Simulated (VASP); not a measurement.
# BeTe (F-43m) in VASP: further runs

BeTe is run at these levels: PBE+D3(BJ), LDA, PBE; tasks: single point, relaxation of cell and atoms.

Everything below comes from runs of VASP 6.6.1. Logs are shortened: lines on timing, memory, paths and dates and some standing lists are left out, and cuts for length are marked.

## 1. The cell of the first run

It takes space group F-43m (No. 216, cubic). Conventional cell: a = 5.583 Å, b = 5.583 Å, c = 5.583 Å, α = 90.00°, β = 90.00°, γ = 90.00°. Within 3.2 Å of Be (site symmetry -43m) lie 4 Te at 2.42 Å. Te (site symmetry -43m) has 4 Be at 2.42 Å within 3.2 Å.

## 2. Single point, PBE+D3(BJ)

INCAR

```
ALGO = Normal ; EDIFF = 1E-6
ENCUT = 600 ; GGA = PE
GGA_COMPAT = F ; ISIF = 2
ISMEAR = 1 ; IVDW = 12
LASPH = T ; LCHARG = F
LREAL = F ; LWAVE = F
NBANDS = 11 ; NELM = 120
PREC = Accurate ; SIGMA = 0.1
```

KPOINTS

```
k-points
0
Gamma
  6 6 6
```

POSCAR

```
BeTe
1.0
    0.0000000000      2.7913590464      2.7913590464
    2.7913590464      0.0000000000      2.7913590464
    2.7913590464      2.7913590464      0.0000000000
Be Te
1 1
Direct
    0.0000000000      0.0000000000      0.0000000000
    0.2500000000      0.2500000000      0.2500000000
```

Potentials or basis: VASP PAW PBE potentials, release 64 (Be, Te).

Command:

```bash
$ cat potpaw_PBE.64/Be/POTCAR potpaw_PBE.64/Te/POTCAR > POTCAR
$ mpirun -np 1 vasp_std > vasp.out
```

OUTCAR:

```text
EDIFF = 1E-6
   ENCUT = 600
   GGA = PE
   ISIF = 2
   ISMEAR = 1
   IVDW = 12
   LASPH = T
   LREAL = F
   NELM = 120
   PREC = Accurate
 IVDW          = 12

 ion  position               nearest neighbor table
   1  0.000  0.000  0.000-   2 2.42   2 2.42   2 2.42   2 2.42
   2  0.250  0.250  0.250-   1 2.42   1 2.42   1 2.42   1 2.42

  LATTYP: Found a face centered cubic cell.
 ALAT       =     5.5827180928

  Lattice vectors:

 A1 = (   0.0000000000,   2.7913590464,   2.7913590464)
 A2 = (   2.7913590464,   0.0000000000,   2.7913590464)
 A3 = (   2.7913590464,   2.7913590464,   0.0000000000)

Analysis of symmetry for initial positions (statically):
=====================================================================
 Subroutine PRICEL returns:
 Original cell was already a primitive cell.

 Routine SETGRP: Setting up the symmetry group for a
 face centered cubic supercell.

 Subroutine GETGRP returns: Found 24 space group operations
 (whereof 24 operations were pure point group operations)
 out of a pool of 48 trial point group operations.

The static configuration has the point symmetry T_d .

Analysis of symmetry for dynamics (positions and initial velocities):
=====================================================================
 Subroutine PRICEL returns:
 Original cell was already a primitive cell.

 Routine SETGRP: Setting up the symmetry group for a
 face centered cubic supercell.

 Subroutine GETGRP returns: Found 24 space group operations
 (whereof 24 operations were pure point group operations)
 out of a pool of 48 trial point group operations.

The dynamic configuration has the point symmetry T_d .

 Subroutine INISYM returns: Found 24 space group operations
 (whereof 24 operations are pure point group operations),
 and found     1 'primitive' translations

----------------------------------------------------------------------------------------

                                     Primitive cell

  volume of cell :      43.4988

  direct lattice vectors                    reciprocal lattice vectors
     0.000000000  2.791359046  2.791359046    -0.179124216  0.179124216  0.179124216
     2.791359046  0.000000000  2.791359046     0.179124216 -0.179124216  0.179124216
     2.791359046  2.791359046  0.000000000     0.179124216  0.179124216 -0.179124216

  length of vectors
     3.947577821  3.947577821  3.947577821     0.310252243  0.310252243  0.310252243

  position of ions in fractional coordinates (direct lattice)
     0.000000000  0.000000000  0.000000000
     0.250000000  0.250000000  0.250000000

  ion indices of the primitive-cell ions
   primitive index   ion index
                 1           1
                 2           2

----------------------------------------------------------------------------------------

 KPOINTS: k-points

Automatic generation of k-mesh.
 Grid dimensions read from file:
 generate k-points for:    6    6    6

 Generating k-lattice:

  Cartesian coordinates                     Fractional coordinates (reciprocal lattice)
    -0.029854036  0.029854036  0.029854036     0.166666667  0.000000000  0.000000000
     0.029854036 -0.029854036  0.029854036     0.000000000  0.166666667  0.000000000
     0.029854036  0.029854036 -0.029854036     0.000000000  0.000000000  0.166666667

  Length of vectors
     0.051708707  0.051708707  0.051708707

  Shift w.r.t. Gamma in fractional coordinates (k-lattice)
     0.000000000  0.000000000  0.000000000

 Subroutine IBZKPT returns following result:
 ===========================================

 Found     16 irreducible k-points:

 Following reciprocal coordinates:
            Coordinates               Weight
  0.000000  0.000000  0.000000      1.000000
  0.166667  0.000000  0.000000      8.000000
  0.333333  0.000000  0.000000      8.000000
  0.500000  0.000000  0.000000      4.000000
  0.166667  0.166667  0.000000      6.000000
  0.333333  0.166667  0.000000     24.000000
[... 8 lines left out ...]
 -0.333333  0.333333  0.166667     24.000000
 -0.333333  0.500000  0.166667     12.000000
   k-points           NKPTS =     16   k-points in BZ     NKDIM =     16   number of bands    NBANDS=     11
   number of dos      NEDOS =    301   number of ions     NIONS =      2
   total plane-waves  NPLWV =  32768
   dimension x,y,z NGX =    32 NGY =   32 NGZ =   32
   dimension x,y,z NGXF=    64 NGYF=   64 NGZF=   64
   ions per type =               1   1
   NGX,Y,Z   is equivalent  to a cutoff of  13.48, 13.48, 13.48 a.u.
   NGXF,Y,Z  is equivalent  to a cutoff of  26.95, 26.95, 26.95 a.u.
 SYSTEM =  unknown system
   PREC   = accura    normal or accurate (medium, high low for compatibility)
   ISTART =      0    job   : 0-new  1-cont  2-samecut
   ICHARG =      2    charge: 1-file 2-atom 10-const
   ISPIN  =      1    spin polarized calculation?
   LNONCOLLINEAR =      F non collinear calculations
   LSORBIT =      F    spin-orbit coupling
   LASPH  =      T    aspherical Exc in radial PAW
   ENCUT  =  600.0 eV  44.10 Ry    6.64 a.u.   7.88  7.88  7.88*2*pi/ulx,y,z
   NELM   =    120;   NELMIN=  2; NELMDL= -5     # of ELM steps
   EDIFF  = 0.1E-05   stopping-criterion for ELM
   LREAL  =      F    real-space projection
   EDIFFG = 0.1E-04   stopping-criterion for IOM
   NSW    =      0    number of steps for IOM
   IBRION =     -1    ionic relax: 0-MD 1-quasi-New 2-CG
   NFREE  =      0    steps in history (QN), initial steepest desc. (CG)
   ISIF   =      2    stress and relaxation
   ISYM   =      2    0-nonsym 1-usesym 2-fastsym
   POTIM  = 0.5000    time-step for ionic-motion
   TEBEG  =    0.0;   TEEND  =   0.0 temperature during run
   PSTRESS=    0.0 pullay stress
   NELECT =       8.0000    total number of electrons
   NUPDOWN=      -1.0000    fix difference up-down
   EMIN   =  10.00;   EMAX   =-10.00  energy-range for DOS
   EFERMI =   0.00;   METHOD = LEGACY
   ISMEAR =     1;   SIGMA  =   0.10  broadening in eV -4-tet -1-fermi 0-gaus
   EFERMI_NEDOS =   21; number of points for ismear=-14 and -15
   IALGO  =     38    algorithm
   IMIX   =      4    mixing-type and parameters
     AMIX     =   0.40;   BMIX     =  1.00
     AMIX_MAG =   1.60;   BMIX_MAG =  1.00
  volume/ion in A,a.u.               =      21.75       146.77
  Fermi-wavevector in a.u.,A,eV,Ry     =   0.930992  1.759319 11.792788  0.866745
  Thomas-Fermi vector in A             =   2.057438
   LORBIT       =      0    0 simple, 1 ext, 2 COOP (PROOUT), +10 PAW based schemes
   GGA     = PE    functional components
   LHFCALC =     F    Hartree Fock is set to
   AEXX    =    0.0000 exact exchange contribution
   IVDW    =    12    specifies the selected vdW correction
   LEPSILON=     F    determine dielectric tensor
   LRPA    =     F    only Hartree local field effects (RPA)
 non-spin polarized calculation
 Methfessel and Paxton  Order N= 1 SIGMA  =   0.10
  energy-cutoff  :      600.00
  volume of cell :       43.50
 maximum number of plane-waves:      1464
   NGX = 15   NGY = 15   NGZ = 15

 number of electron       8.0000000 magnetization

 Free energy of the ion-electron system (eV)
  ---------------------------------------------------
  ext. energy  EPLUGINS =         0.00000000
  ---------------------------------------------------
  free energy    TOTEN  =        -7.60107099 eV

  energy without entropy =       -7.60115152  energy(sigma->0) =       -7.60109783

 E-fermi :   5.4824     XC(G=0):  -9.1617

 val. band max:        5.3981908099   @ k =   0.0000   0.0000   0.0000
 cond. band min:       7.3045670378   @ k =   0.5000   0.5000   0.0000
 fundamental gap:      1.9063762279
 Fermi energy:         5.4823790063

 k-point     1 :       0.0000    0.0000    0.0000
  band No.  band energies     occupation
      1      -7.0761      2.00000
      2       5.3982      2.00000
      3       5.3982      2.00000
      4       5.3982      2.00000
      5       8.9833      0.00000
      6       8.9833      0.00000
      7       8.9833      0.00000
      8       9.4147      0.00000
      9      13.7524      0.00000
     10      15.6965      0.00000
     11      15.6965      0.00000

 k-point     2 :       0.1667    0.0000    0.0000
  band No.  band energies     occupation
      1      -6.8070      2.00000
      2       3.3523      2.00000
      3       5.0009      2.00000
      4       5.0009      2.00000
      5       8.9156      0.00000
      6       9.5455      0.00000
      7       9.5455      0.00000
      8      11.3382      0.00000
      9      14.3710      0.00000
     10      14.4990      0.00000
     11      14.4990      0.00000

 k-point     3 :       0.3333    0.0000    0.0000
  band No.  band energies     occupation
      1      -6.1294      2.00000
      2       0.8149      2.00000
      3       4.4395      2.00000
      4       4.4395      2.00000
      5       8.6498      0.00000
      6      10.0088      0.00000
      7      10.0088      0.00000
      8      13.2164      0.00000
      9      14.8706      0.00000
     10      15.0440      0.00000
     11      15.0440      0.00000

 k-point     4 :       0.5000    0.0000    0.0000
  band No.  band energies     occupation
      1      -5.6637      2.00000
      2      -0.3145      2.00000
      3       4.2200      2.00000
      4       4.2200      2.00000
      5       8.5447      0.00000
      6       9.9741      0.00000
      7       9.9741      0.00000
      8      13.2059      0.00000
      9      16.4563      0.00000
     10      17.0005      0.00000
     11      17.0005      0.00000
[... 127 lines left out ...]
 k-point    14 :       0.5000    0.3333    0.1667
  band No.  band energies     occupation
      1      -5.6145      2.00000
      2       0.8909      2.00000
      3       2.2340      2.00000
      4       3.3331      2.00000
      5       9.3438      0.00000
      6      10.3490      0.00000
      7      10.7041      0.00000
      8      13.2136      0.00000
      9      15.5274      0.00000
     10      15.9916      0.00000
     11      18.2583      0.00000

 k-point    15 :      -0.3333    0.3333    0.1667
  band No.  band energies     occupation
      1      -5.2667      2.00000
      2       0.4115      2.00000
      3       1.7924      2.00000
      4       2.8935      2.00000
      5       9.8636      0.00000
      6      10.1475      0.00000
      7      12.3398      0.00000
      8      12.7106      0.00000
      9      14.1721      0.00000
     10      17.4070      0.00000
     11      18.1899      0.00000

 k-point    16 :      -0.3333    0.5000    0.1667
  band No.  band energies     occupation
      1      -5.1170      2.00000
      2       0.4861      2.00000
      3       1.8868      2.00000
      4       2.1900      2.00000
      5       9.0971      0.00000
      6       9.6618      0.00000
      7      12.8232      0.00000
      8      13.1034      0.00000
      9      16.4518      0.00000
     10      17.3826      0.00000
     11      18.3622      0.00000

------------------------ aborting loop because EDIFF is reached ----------------------------------------

 Edisp (eV)   -0.69611

 E8    (eV) :    -0.2965

  FORCE on cell =-STRESS in cart. coord.  units (eV):
  Direction    XX          YY          ZZ          XY          YZ          ZX
  --------------------------------------------------------------------------------------
  -------------------------------------------------------------------------------------
  Total       0.04124     0.04124     0.04124    -0.00000    -0.00000     0.00000
  in kB       1.51912     1.51912     1.51912    -0.00000    -0.00000     0.00000
  external pressure =        1.52 kB  Pullay stress =        0.00 kB

 VOLUME and BASIS-vectors are now :
 -----------------------------------------------------------------------------
  energy-cutoff  :      600.00
  volume of cell :       43.50
      direct lattice vectors                 reciprocal lattice vectors
     0.000000000  2.791359046  2.791359046    -0.179124216  0.179124216  0.179124216
     2.791359046  0.000000000  2.791359046     0.179124216 -0.179124216  0.179124216
     2.791359046  2.791359046  0.000000000     0.179124216  0.179124216 -0.179124216

 POSITION                                       TOTAL-FORCE (eV/Angst)
 -----------------------------------------------------------------------------------
      0.00000      0.00000      0.00000         0.000000      0.000000      0.000000
      1.39568      1.39568      1.39568        -0.000000     -0.000000     -0.000000
 -----------------------------------------------------------------------------------
    total drift:                                0.000000      0.000000      0.000000

  FREE ENERGIE OF THE ION-ELECTRON SYSTEM (eV)
  ---------------------------------------------------
  free  energy   TOTEN  =        -8.2971791668 eV

  energy  without entropy=       -8.2972596932  energy(sigma->0) =       -8.29720601
```

Run time: 7.3 s. Hardware: 1 thread of Intel Xeon 6975P-C (Granite Rapids), shared host; peak memory 0.18 GiB.

What came out:

| Quantity | Value |
| --- | --- |
| Free energy | -8.2972 eV |
| Pressure | 0.2 GPa |
| Band gap on the k mesh | 1.91 eV (least direct gap 3.59 eV) |
| Dispersion energy per atom | -0.348 eV |

Caveat: spin-orbit coupling is left out, which moves the levels of the heavy elements.

## 3. Single point, LDA

This run uses another cell than the first one, of 21.44 Å³/atom.

INCAR

```
SYSTEM = BeTe
PREC     = Accurate       ! precision mode
ENCUT    = 600            ! plane-wave cutoff, eV
EDIFF    = 1E-6           ! SCF threshold, eV
ISMEAR   = 1              ! smearing method
SIGMA    = 0.1            ! smearing width, eV
LREAL    = .False.        ! projectors in reciprocal space
LASPH    = .True.         ! aspherical terms in the spheres
NELM     = 120            ! most SCF steps
ALGO     = Normal         ! electronic algorithm
ISIF     = 2              ! what is computed and relaxed
LWAVE    = .False.        ! write WAVECAR
LCHARG   = .False.        ! write CHGCAR
GGA      = CA             ! functional
NBANDS   = 11             ! bands
GGA_COMPAT= .False.
```

KPOINTS

```
Automatic mesh
0
Gamma
  6 6 6
  0 0 0
```

POSCAR

```
BeTe
1.0
    0.0000000000      2.7779143626      2.7779143626
    2.7779143626      0.0000000000      2.7779143626
    2.7779143626      2.7779143626      0.0000000000
Be Te
1 1
Direct
    0.0000000000      0.0000000000      0.0000000000
    0.2500000000      0.2500000000      0.2500000000
```

Potentials or basis: VASP PAW LDA potentials, release 64 (Be, Te).

Command:

```bash
$ cat potpaw_LDA.64/Be/POTCAR potpaw_LDA.64/Te/POTCAR > POTCAR
$ mpirun -np 1 vasp_std > vasp.out
```

Run time: 3.6 s. Hardware: 1 thread of Intel Xeon 6975P-C (Granite Rapids), shared host; peak memory 0.15 GiB.

Results (log left out):

| Property | Result |
| --- | --- |
| Free energy | -8.7201 eV |
| Pressure | 0.3 GPa |
| Band gap on the k mesh | 1.77 eV (least direct gap 3.55 eV) |

Levels at points of the mesh, in eV from the valence-band top:
```tsv
k point	band 2	band 3	band 4	band 5	band 6	band 7
(0.00, 0.00, 0.00)	0.00	0.00	0.00	3.55	3.55	3.55
(0.50, 0.00, 0.00)	-5.80	-1.20	-1.20	3.16	4.53	4.53
(0.50, 0.50, 0.00)	-5.30	-2.80	-2.80	1.77	2.59	9.85
```

Caveat: spin-orbit coupling is left out, which moves the levels of the heavy elements. A k mesh can miss the band edges.

## 4. Single point, PBE

This run uses another cell than the first one, of 22.72 Å³/atom.

INCAR

```
PREC = Accurate ; ENCUT = 600
EDIFF = 1E-6 ; ISMEAR = 1
SIGMA = 0.1 ; LREAL = False
LASPH = True ; NELM = 120
ALGO = Normal ; ISIF = 2
LWAVE = False ; LCHARG = False
GGA = PE ; NBANDS = 11
GGA_COMPAT = False
```

KPOINTS

```
Automatic mesh
0
Gamma
  6 6 6
```

POSCAR

```
BeTe
1.0
    0.0000000000      2.8324268631      2.8324268631
    2.8324268631      0.0000000000      2.8324268631
    2.8324268631      2.8324268631      0.0000000000
Be Te
1 1
Direct
    0.0000000000      0.0000000000      0.0000000000
    0.2500000000      0.2500000000      0.2500000000
```

Potentials or basis: VASP PAW PBE potentials, release 64 (Be, Te).

Command:

```bash
$ cat potpaw_PBE.64/Be/POTCAR potpaw_PBE.64/Te/POTCAR > POTCAR
$ mpirun -np 1 vasp_std > vasp.out
```

Run time: 5.7 s. Hardware: 1 thread of Intel Xeon 6975P-C (Granite Rapids), shared host; peak memory 0.17 GiB.

It converged, with:

```
Free energy            : -7.6188 eV
Pressure               : 0.1 GPa
Band gap on the k mesh : 2.01 eV (least direct gap 3.62 eV)
```

Levels at points of the mesh, in eV from the valence-band top:
```
           k point  band 1  band 2  band 3  band 4  band 5  band 6  band 7  band 8
(0.00, 0.00, 0.00)  -12.18    0.00    0.00    0.00    3.62    3.62    3.62    3.69
(0.50, 0.00, 0.00)  -10.88   -5.43   -1.10   -1.10    3.03    4.60    4.60    7.82
(0.50, 0.50, 0.00)  -10.41   -5.02   -2.58   -2.58    2.01    2.69    9.59    9.59
```

Caveat: spin-orbit coupling is left out, which moves the levels of the heavy elements. A k mesh can miss the band edges.

[end of part 1 of 2]
